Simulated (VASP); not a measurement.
Wanted: the native input for a VASP 6.6.1 run.

| Property | Result |
| --- | --- |
| Task | single point |
| Functional | PBE |
| Potentials or basis | VASP PAW PBE potentials, release 64 (Cd, Se) |
| Cutoff | 500 eV |
| k mesh | 4 × 4 × 4 |
| Occupations | gaussian, width 0.01 eV |
| Spin | no spin polarisation |
| Dipole correction | no |
| Further INCAR settings | ALGO = Normal; EDIFF = 1e-06; NBANDS = 16 |

The structure of CdSe lies in POSCAR:

```
CdSe
1.0
    0.0000000000      3.0702711986      3.0702711986
    3.0702711986      0.0000000000      3.0702711986
    3.0702711986      3.0702711986      0.0000000000
Cd Se
1 1
Direct
    0.0000000000      0.0000000000      0.0000000000
    0.2500000000      0.2500000000      0.2500000000
```

These files were run (other wordings do the same):

INCAR

```
  ALGO = Normal
  EDIFF = 1E-6
  ENCUT = 500
  GGA = PE
  GGA_COMPAT = F
  ISIF = 2
  ISMEAR = 0
  LASPH = T
  LCHARG = T
  LELF = T
  LREAL = F
  LVHAR = T
  LWAVE = F
  NBANDS = 16
  NELM = 120
  PREC = Accurate
  SIGMA = 0.01
```

KPOINTS

```
k-points
0
Gamma
  4 4 4
```

Potentials or basis: VASP PAW PBE potentials, release 64 (Cd, Se).

The run is started by

```bash
$ cat potpaw_PBE.64/Cd/POTCAR potpaw_PBE.64/Se/POTCAR > POTCAR
$ mpirun -np 1 vasp_std > vasp.out
```

It gave:

```
Pressure               : 1.8 GPa
Band gap on the k mesh : 0.53 eV, direct
```

Caveat: the k points lie up to 0.44 Å⁻¹ apart.

Wall time 7.9 s on 1 thread of Intel(R) Xeon(R) 6975P-C (Granite Rapids), with other jobs on the host, peak memory 0.17 GiB.
